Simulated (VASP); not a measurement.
# LaGa3N4 (P3m1) in VASP: notebook

The runs below take LaGa3N4 through single point, relaxation of cell and atoms, with PBE, r2SCAN.

All numbers are computed with VASP 6.6.1; they aren't measurements. Logs are shortened: lines on timing, memory, paths and dates and some standing lists are left out, and cuts for length are marked.

### Step 1. The cell of the first run

Symmetry: P3m1, No. 156, trigonal system. Conventional cell: a = 3.333 Å, b = 3.333 Å, c = 11.229 Å, α = 90.00°, β = 90.00°, γ = 120.00°. Within 2.6 Å of Ga (site symmetry 3m) lie 4 N at 1.96 to 2.02 Å. Ga (site symmetry 3m) has 4 N at 1.93 to 2.00 Å within 2.6 Å. Ga (site symmetry 3m) has 4 N at 1.97 to 2.00 Å within 2.6 Å. Within 3.0 Å of La (site symmetry 3m) lie 4 N at 2.24 to 2.50 Å. N (site symmetry 3m) has 4 Ga at 1.96 to 2.00 Å within 2.6 Å. Within 2.6 Å of N (site symmetry 3m) lie 1 Ga at 1.93 Å and 3 La at 2.24 Å. Within 2.6 Å of N (site symmetry 3m) lie 4 Ga at 1.97 to 2.00 Å. N (site symmetry 3m) has 3 Ga at 2.02 Å and 1 La at 2.50 Å within 2.7 Å.

### Step 2. Single point, PBE, non-collinear spin, zero start, spin-orbit coupling

Input file INCAR:

```
SYSTEM = LaGa3N4
PREC = Accurate
ENCUT = 600
EDIFF = 1E-6
ISMEAR = -1
SIGMA = 0.02
LREAL = .FALSE.
LASPH = .TRUE.
NELM = 200
ALGO = Normal
ISIF = 2
LWAVE = .FALSE.
LCHARG = .FALSE.
LNONCOLLINEAR = .TRUE.
MAGMOM = 0 0 0 0 0 0 0 0 0 0 0 0 0 0 0 0 0 0 0 0 0 0 0 0
LORBIT = 11
LSORBIT = .TRUE.
GGA_COMPAT = .FALSE.
LORBMOM = .TRUE.
LMAXMIX = 6
GGA = PE
NBANDS = 88
KPAR = 4
```

Input file KPOINTS:

```
regular mesh
0
G
  12 12 2
  0 0 0
```

Input file POSCAR:

```
LaGa3N4
1.0
    3.3330623007      0.0000000000      0.0000000000
   -1.6665311504      2.8865166248      0.0000000000
    0.0000000000      0.0000000000     11.2289916907
Ga La N
3 1 4
Direct
    0.3333333333      0.6666666667      0.0262458715
    0.3333333333      0.6666666667      0.4757321576
    0.6666666667      0.3333333333      0.2507614379
    0.6666666667      0.3333333333      0.7500925218
    0.3333333333      0.6666666667      0.2009326900
    0.3333333333      0.6666666667      0.6478018789
    0.6666666667      0.3333333333      0.4258709874
    0.6666666667      0.3333333333      0.9725624548
```

Potentials or basis: VASP PAW PBE potentials, release 64 (Ga_d, La, N).

Run with:

```sh
$ cat potpaw_PBE.64/Ga_d/POTCAR potpaw_PBE.64/La/POTCAR potpaw_PBE.64/N/POTCAR > POTCAR
$ mpirun -np 4 vasp_ncl > vasp.out
```

OUTCAR:

```text
SYSTEM = LaGa3N4
   PREC = Accurate
   ENCUT = 600
   EDIFF = 1E-6
   ISMEAR = -1
   LREAL = .FALSE.
   LASPH = .TRUE.
   NELM = 200
   ISIF = 2
   LNONCOLLINEAR = .TRUE.
   LORBIT = 11
   LSORBIT = .TRUE.
   GGA = PE

 ion  position               nearest neighbor table
   1  0.333  0.667  0.026-   5 1.96   8 2.02   8 2.02   8 2.02
   2  0.333  0.667  0.476-   6 1.93   7 2.00   7 2.00   7 2.00
   3  0.667  0.333  0.251-   7 1.97   5 2.00   5 2.00   5 2.00
   4  0.667  0.333  0.750-   6 2.24   6 2.24   6 2.24   8 2.50
   5  0.333  0.667  0.201-   1 1.96   3 2.00   3 2.00   3 2.00
   6  0.333  0.667  0.648-   2 1.93   4 2.24   4 2.24   4 2.24
   7  0.667  0.333  0.426-   3 1.97   2 2.00   2 2.00   2 2.00
   8  0.667  0.333  0.973-   1 2.02   1 2.02   1 2.02   4 2.50

  LATTYP: Found a hexagonal cell.
 ALAT       =     3.3330623007
 C/A-ratio  =     3.3689714376

  Lattice vectors:

 A1 = (   3.3330623007,   0.0000000000,   0.0000000000)
 A2 = (  -1.6665311504,   2.8865166248,   0.0000000000)
 A3 = (   0.0000000000,   0.0000000000,  11.2289916907)

Analysis of symmetry for initial positions (statically):
=====================================================================
 Subroutine PRICEL returns:
 Original cell was already a primitive cell.

 Routine SETGRP: Setting up the symmetry group for a
 hexagonal supercell.

 Subroutine GETGRP returns: Found  6 space group operations
 (whereof  6 operations were pure point group operations)
 out of a pool of 24 trial point group operations.

The static configuration has the point symmetry C_3v.

Analysis of symmetry for dynamics (positions and initial velocities):
[... 2281 lines left out ...]
  2        -0.000  -0.000   0.000  -0.000
  3         0.000   0.000   0.000   0.000
  4        -0.000  -0.000   0.000  -0.000
  5         0.000   0.000   0.000   0.000
  6         0.000   0.000   0.000   0.000
  7         0.000   0.000   0.000   0.000
  8         0.000   0.000   0.000   0.000
 ------------------------------------------------
           -0.000  -0.000   0.000  -0.000

 orbital moment (y)

 # of ion     p       d       f       tot
 ------------------------------------------------
  1        -0.000   0.000   0.000  -0.000
  2        -0.000   0.000   0.000  -0.000
  3        -0.000   0.000   0.000  -0.000
  4         0.000   0.000  -0.000  -0.000
  5         0.000   0.000   0.000   0.000
  6        -0.000   0.000   0.000  -0.000
  7        -0.000   0.000   0.000  -0.000
  8         0.000   0.000   0.000   0.000
 ------------------------------------------------
           -0.000   0.000  -0.000  -0.000

 orbital moment (z)

 # of ion     p       d       f       tot
 ------------------------------------------------
  1        -0.000  -0.000   0.000  -0.000
  2        -0.000   0.000   0.000  -0.000
  3        -0.000   0.000   0.000   0.000
  4         0.000   0.000   0.000   0.000
  5         0.000   0.000   0.000   0.000
  6         0.000   0.000   0.000   0.000
  7         0.000   0.000   0.000   0.000
  8         0.000   0.000   0.000   0.000
 ------------------------------------------------
            0.000   0.000   0.000   0.000

 Spin-Orbit-Coupling matrix elements

 Ion:    1  E_soc:     -0.0104695
 l=   1
     0.0000000    -0.0009295    -0.0009364
    -0.0009295     0.0000000    -0.0009295
    -0.0009364    -0.0009295     0.0000000
 l=   2
     0.0000000    -0.0001614     0.0000000    -0.0001614    -0.0006606
    -0.0001614     0.0000000    -0.0004875    -0.0001583    -0.0001614
     0.0000000    -0.0004875     0.0000000    -0.0004875     0.0000000
    -0.0001614    -0.0001583    -0.0004875     0.0000000    -0.0001614
    -0.0006606    -0.0001614     0.0000000    -0.0001614     0.0000000
 l=   3
     0.0000000     0.0000000     0.0000000     0.0000000     0.0000000     0.0000000     0.0000000
     0.0000000     0.0000000     0.0000000     0.0000000     0.0000000     0.0000000     0.0000000
     0.0000000     0.0000000     0.0000000     0.0000000     0.0000000     0.0000000     0.0000000
     0.0000000     0.0000000     0.0000000     0.0000000     0.0000000     0.0000000     0.0000000
[... 129 lines left out ...]
 l=   2
     0.0000000     0.0000000     0.0000000     0.0000000     0.0000000
     0.0000000     0.0000000     0.0000000     0.0000000     0.0000000
     0.0000000     0.0000000     0.0000000     0.0000000     0.0000000
     0.0000000     0.0000000     0.0000000     0.0000000     0.0000000
     0.0000000     0.0000000     0.0000000     0.0000000     0.0000000
 l=   3
     0.0000000     0.0000000     0.0000000     0.0000000     0.0000000     0.0000000     0.0000000
     0.0000000     0.0000000     0.0000000     0.0000000     0.0000000     0.0000000     0.0000000
     0.0000000     0.0000000     0.0000000     0.0000000     0.0000000     0.0000000     0.0000000
     0.0000000     0.0000000     0.0000000     0.0000000     0.0000000     0.0000000     0.0000000
     0.0000000     0.0000000     0.0000000     0.0000000     0.0000000     0.0000000     0.0000000
     0.0000000     0.0000000     0.0000000     0.0000000     0.0000000     0.0000000     0.0000000
     0.0000000     0.0000000     0.0000000     0.0000000     0.0000000     0.0000000     0.0000000

 total charge

# of ion       s       p       d       f       tot
--------------------------------------------------
    1        0.778   0.819  10.134   0.000  11.731
    2        0.772   0.810  10.148   0.000  11.730
    3        0.776   0.816  10.144   0.000  11.736
    4        2.064   5.592   1.125   0.311   9.092
    5        1.226   2.461   0.000   0.000   3.688
    6        1.269   2.498   0.000   0.000   3.767
    7        1.225   2.460   0.000   0.000   3.685
    8        1.235   2.416   0.000   0.000   3.651
--------------------------------------------------
tot          9.345  17.873  31.551   0.311  59.079

 magnetization (x)

# of ion       s       p       d       f       tot
--------------------------------------------------
    1       -0.000   0.000   0.000   0.000   0.000
    2        0.000   0.000   0.000   0.000   0.000
    3        0.000   0.000   0.000   0.000   0.000
    4        0.000   0.000   0.000   0.000   0.000
    5        0.000   0.000   0.000   0.000   0.000
    6        0.000   0.000   0.000   0.000   0.000
    7        0.000   0.000   0.000   0.000   0.000
    8       -0.000   0.000   0.000   0.000   0.000
--------------------------------------------------
tot          0.000   0.000   0.000   0.000   0.000

 magnetization (y)

# of ion       s       p       d       f       tot
--------------------------------------------------
    1        0.000   0.000   0.000   0.000   0.000
    2        0.000   0.000   0.000   0.000   0.000
    3        0.000  -0.000   0.000   0.000  -0.000
    4        0.000   0.000   0.000   0.000   0.000
    5       -0.000   0.000   0.000   0.000  -0.000
    6        0.000   0.000   0.000   0.000   0.000
    7       -0.000   0.000   0.000   0.000  -0.000
    8        0.000   0.000   0.000   0.000   0.000
--------------------------------------------------
tot         -0.000  -0.000   0.000   0.000  -0.000

 magnetization (z)

# of ion       s       p       d       f       tot
--------------------------------------------------
    1       -0.000   0.000   0.000   0.000  -0.000
    2       -0.000   0.000   0.000   0.000  -0.000
    3        0.000   0.000  -0.000   0.000  -0.000
    4       -0.000   0.000   0.000   0.000   0.000
    5       -0.000   0.000   0.000   0.000  -0.000
    6        0.000   0.000   0.000   0.000   0.000
    7        0.000   0.000   0.000   0.000   0.000
    8        0.000  -0.000   0.000   0.000  -0.000
--------------------------------------------------
tot         -0.000   0.000   0.000   0.000   0.000
```

OSZICAR:

```text
N       E                     dE             d eps       ncg     rms          rms(c)
DAV:   1     0.980875410292E+03    0.98088E+03   -0.30142E+04 11952   0.310E+03
DAV:   2     0.284347135279E+03   -0.69653E+03   -0.63525E+03 10912   0.861E+02
DAV:   3     0.219647693685E+02   -0.26238E+03   -0.23151E+03 12248   0.315E+02
DAV:   4    -0.497906574346E+02   -0.71755E+02   -0.63969E+02 14952   0.142E+02
DAV:   5    -0.594024346587E+02   -0.96118E+01   -0.94095E+01 17992   0.538E+01    0.168E+01
DAV:   6    -0.506953770081E+02    0.87071E+01   -0.48096E+01 20016   0.583E+01    0.632E+00
DAV:   7    -0.508878746260E+02   -0.19250E+00   -0.82583E+00 17192   0.233E+01    0.446E+00
DAV:   8    -0.508556573063E+02    0.32217E-01   -0.95701E-01 16520   0.124E+01    0.213E+00
DAV:   9    -0.508599338432E+02   -0.42765E-02   -0.30620E-01 17648   0.960E+00    0.523E-01
DAV:  10    -0.508629443393E+02   -0.30105E-02   -0.94439E-02 15576   0.406E+00    0.384E-01
DAV:  11    -0.508667407402E+02   -0.37964E-02   -0.60409E-02 20008   0.190E+00    0.238E-01
DAV:  12    -0.508663456766E+02    0.39506E-03   -0.86847E-03 15520   0.105E+00    0.131E-01
DAV:  13    -0.508666282026E+02   -0.28253E-03   -0.38738E-03 18952   0.931E-01    0.691E-02
DAV:  14    -0.508667191243E+02   -0.90922E-04   -0.91441E-04 15576   0.266E-01    0.274E-02
DAV:  15    -0.508667247362E+02   -0.56119E-05   -0.21236E-04 17776   0.205E-01    0.128E-02
DAV:  16    -0.508667378891E+02   -0.13153E-04   -0.92314E-05 19056   0.736E-02    0.117E-02
DAV:  17    -0.508667373404E+02    0.54868E-06   -0.11666E-05 16032   0.723E-02    0.940E-03
DAV:  18    -0.508667370709E+02    0.26953E-06   -0.71372E-06 17368   0.282E-02
   1 F= -.50866737E+02 E0= -.50866737E+02  d E =-.649259E-11  mag=     0.0000    -0.0000     0.0000
```

Wall time 7.7 min (4 MPI ranks of Intel Xeon 6975P-C (Granite Rapids), shared host); peak memory 1.2 GiB.

What came out:

```
Free energy                                           : -50.8667 eV
Pressure                                              : 4.0 GPa
Largest force                                         : 0.223 eV/Å
Net moment                                            : 0.00 μB per cell
Valence electrons inside the program's atomic spheres : Ga 11.73, 11.74; La 9.09; N 3.69, 3.77, 3.65
```

Forces on the atoms (eV/Å):
```
Ga   0.000  0.000 -0.133
Ga   0.000  0.000 -0.043
Ga   0.000  0.000 -0.067
La   0.000  0.000  0.131
N    0.000  0.000  0.071
N    0.000  0.000  0.203
N    0.000  0.000  0.062
N    0.000  0.000 -0.223
```

Moments on the atoms (μB; x, y, z):
```
Ga  0.00 0.00 0.00
Ga  0.00 0.00 0.00
Ga  0.00 0.00 0.00
La  0.00 0.00 0.00
N   0.00 0.00 0.00
N   0.00 0.00 0.00
N   0.00 0.00 0.00
N   0.00 0.00 0.00
```

### Step 3. Relaxation of cell and atoms, r2SCAN

This run uses another cell than the first one, of 13.91 Å³/atom, 1.030 times its volume.

Input file POSCAR:

```
LaGa3N4
1.0
    3.3709791110      0.0000000000      0.0000000000
   -1.6854895555      2.9193535458      0.0000000000
    0.0000000000      0.0000000000     11.3116611530
Ga La N
3 1 4
Direct
    0.3333333333      0.6666666667      0.0251239274
    0.3333333333      0.6666666667      0.4768636563
    0.6666666667      0.3333333333      0.2507081951
    0.6666666667      0.3333333333      0.7499767316
    0.3333333333      0.6666666667      0.2005020689
    0.3333333333      0.6666666667      0.6496214953
    0.6666666667      0.3333333333      0.4265098757
    0.6666666667      0.3333333333      0.9706940497
```

Input file INCAR.step1:

```
PREC     = Accurate       # precision mode
ENCUT    = 660            # plane-wave cutoff, eV
ISMEAR   = -1             # smearing method
SIGMA    = 0.02           # smearing width, eV
LREAL    = False          # projectors in reciprocal space
LASPH    = True           # aspherical terms in the spheres
NELM     = 200            # most SCF steps
GGA      = PE             # functional
ALGO     = Normal         # electronic algorithm
EDIFF    = 1E-5           # SCF threshold, eV
LWAVE    = True           # write WAVECAR
LCHARG   = False          # write CHGCAR
GGA_COMPAT= False        
IBRION   = 2              # ionic algorithm
ISIF     = 3              # what is computed and relaxed
EDIFFG   = -0.005         # ionic threshold
NELMIN   = 4            
NSW      = 100            # ionic steps
LMAXMIX  = 6              # l up to which the mixer works
KPAR     = 4
```

Input file INCAR.step2:

```
PREC     = Accurate       # precision mode
ENCUT    = 660            # plane-wave cutoff, eV
EDIFF    = 1E-7           # SCF threshold, eV
ISMEAR   = -1             # smearing method
SIGMA    = 0.02           # smearing width, eV
LREAL    = False          # projectors in reciprocal space
LASPH    = True           # aspherical terms in the spheres
NELM     = 200            # most SCF steps
ALGO     = Normal         # electronic algorithm
ISIF     = 3              # what is computed and relaxed
LWAVE    = False          # write WAVECAR
LCHARG   = False          # write CHGCAR
METAGGA  = R2SCAN         # meta-GGA
LMIXTAU  = True         
IBRION   = 2              # ionic algorithm
NSW      = 80             # ionic steps
EDIFFG   = -0.005         # ionic threshold
ISTART   = 1            
GGA_COMPAT= False        
NELMIN   = 4            
LMAXMIX  = 6              # l up to which the mixer works
KPAR     = 4
```

Input file KPOINTS:

```
Automatic mesh
0
Gamma
  12 12 2
```

Potentials or basis: VASP PAW PBE potentials, release 64 (Ga_d, La, N).

Run with:

```sh
$ cat potpaw_PBE.64/Ga_d/POTCAR potpaw_PBE.64/La/POTCAR potpaw_PBE.64/N/POTCAR > POTCAR
$ cp INCAR.step1 INCAR
$ mpirun -np 4 vasp_std > vasp.out
$ cp INCAR.step2 INCAR
$ mpirun -np 4 vasp_std > vasp.out
```

Wall time 43 min (4 MPI ranks of Intel Xeon 6975P-C (Granite Rapids), shared host); peak memory 0.52 GiB.

Results (log left out):

```
Free energy                            : -105.7694 eV
Relaxed volume                         : 13.55 Å³/atom
Relaxed cell                           : a = 3.337 Å, b = 3.337 Å, c = 11.235 Å, α = 90.00°, β = 90.00°, γ = 120.00°
Space group after relaxing (to 0.05 Å) : P3m1 (No. 156)
Energy gained by relaxing              : 4.7 meV/atom
Ionic steps                            : 19
Pressure after relaxing                : 0.0 GPa
Largest force after relaxing           : 0.004 eV/Å
Band gap on the k mesh                 : 1.15 eV, indirect (least direct gap 1.67 eV)
```

Forces on the atoms (eV/Å):
```
Ga   0.000  0.000  0.003
Ga   0.000  0.000  0.001
Ga   0.000  0.000  0.000
La   0.000  0.000 -0.004
N    0.000  0.000 -0.002
N    0.000  0.000 -0.001
N    0.000  0.000  0.000
N    0.000  0.000  0.001
```

Step by step:
| step | energy change (eV) | largest force (eV/Å) | pressure (GPa) | volume (Å³) |
| --- | --- | --- | --- | --- |
| 1 | 0.0000 | 0.1639 | -3.72 | 111.32 |
| 2 | -0.0078 | 0.4808 | 3.61 | 106.19 |
| 3 | -0.0344 | 0.2256 | 0.02 | 108.53 |
| 4 | -0.0344 | 0.2228 | -0.04 | 108.59 |
| 5 | -0.0366 | 0.0799 | -0.02 | 108.37 |
| 6 | -0.0367 | 0.0784 | -0.01 | 108.40 |
| 7 | -0.0373 | 0.0467 | 0.05 | 108.34 |
| 8 | -0.0373 | 0.0456 | 0.05 | 108.33 |
| 9 | -0.0373 | 0.0450 | 0.07 | 108.32 |
| 10 | -0.0375 | 0.0215 | -0.07 | 108.39 |
| 11 | -0.0375 | 0.0218 | -0.04 | 108.40 |
| 12 | -0.0375 | 0.0236 | -0.07 | 108.42 |
| 13 | -0.0375 | 0.0231 | -0.04 | 108.41 |
| 14 | -0.0375 | 0.0091 | 0.01 | 108.37 |
| 15 | -0.0375 | 0.0087 | 0.02 | 108.37 |
| 16 | -0.0375 | 0.0054 | -0.01 | 108.39 |
| 17 | -0.0375 | 0.0058 | -0.03 | 108.39 |
| 18 | -0.0375 | 0.0050 | 0.02 | 108.37 |
| 19 | -0.0375 | 0.0036 | -0.02 | 108.38 |

Final structure:
```cif
data_structure
_symmetry_space_group_name_H-M 'P 1'
_symmetry_Int_Tables_number 1
_cell_length_a 3.3375
_cell_length_b 3.3375
_cell_length_c 11.2348
_cell_angle_alpha 90.000
_cell_angle_beta 90.000
_cell_angle_gamma 120.000
_cell_volume 108.38
loop_
_atom_site_label
_atom_site_type_symbol
_atom_site_fract_x
_atom_site_fract_y
_atom_site_fract_z
_atom_site_occupancy
Ga1 Ga 0.33333 0.66667 0.02580 1
Ga2 Ga 0.33333 0.66667 0.47616 1
Ga3 Ga 0.66667 0.33333 0.25067 1
La1 La 0.66667 0.33333 0.75010 1
N1 N 0.33333 0.66667 0.20072 1
N2 N 0.33333 0.66667 0.64845 1
N3 N 0.66667 0.33333 0.42608 1
N4 N 0.66667 0.33333 0.97202 1
```

Levels at points of the mesh, in eV from the valence-band top:
| k point | band 33 | band 34 | band 35 | band 36 | band 37 | band 38 |
| --- | --- | --- | --- | --- | --- | --- |
| (0.00, 0.00, 0.00) | -0.82 | -0.53 | -0.53 | 1.15 | 2.61 | 3.17 |
| (0.50, 0.00, 0.00) | -1.49 | -1.14 | -0.75 | 1.93 | 3.50 | 4.22 |
| (0.00, 0.00, 0.50) | -0.59 | -0.51 | -0.51 | 1.40 | 2.16 | 3.14 |
| (0.50, 0.00, 0.50) | -1.40 | -1.11 | -1.00 | 2.01 | 3.68 | 4.22 |

Caveat: the PAW data sets were made with another functional, which shifts forces and pressure a little; spin-orbit coupling is left out, which moves the levels of the heavy elements.
